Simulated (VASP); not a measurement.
Input of a VASP 6.6.1 run:

INCAR

```
SYSTEM = VH2
PREC = Accurate ; ENCUT = 520
EDIFF = 1E-7 ; ISMEAR = -1
SIGMA = 0.1 ; LREAL = .False.
LASPH = .True. ; NELM = 150
ALGO = Normal ; ISIF = 2
LWAVE = .False. ; LCHARG = .False.
ISPIN = 2 ; MAGMOM = 1 0 0
LORBIT = 11 ; LMAXMIX = 4
GGA = CA ; NBANDS = 18
```

File KPOINTS:

```
regular mesh
0
Gamma
  9 9 9
  0 0 0
```

Contents of POSCAR:

```
VH2
1.0
    0.0000000000      2.1355000000      2.1355000000
    2.1355000000      0.0000000000      2.1355000000
    2.1355000000      2.1355000000      0.0000000000
V H
1 2
Direct
    0.0000000000      0.0000000000      0.0000000000
    0.2500000000      0.2500000000      0.2500000000
    0.7500000000      0.7500000000      0.7500000000
```

Potentials or basis: VASP PAW LDA potentials, release 64 (V_sv, H).

Run with:

```sh
$ cat potpaw_LDA.64/V_sv/POTCAR potpaw_LDA.64/H/POTCAR > POTCAR
$ mpirun -np 1 vasp_std > vasp.out
```

Task: Estimate the pressure.

Result: -15.6 GPa.

Task: What does it give for the net moment?

Result: 0.00 μB per cell.
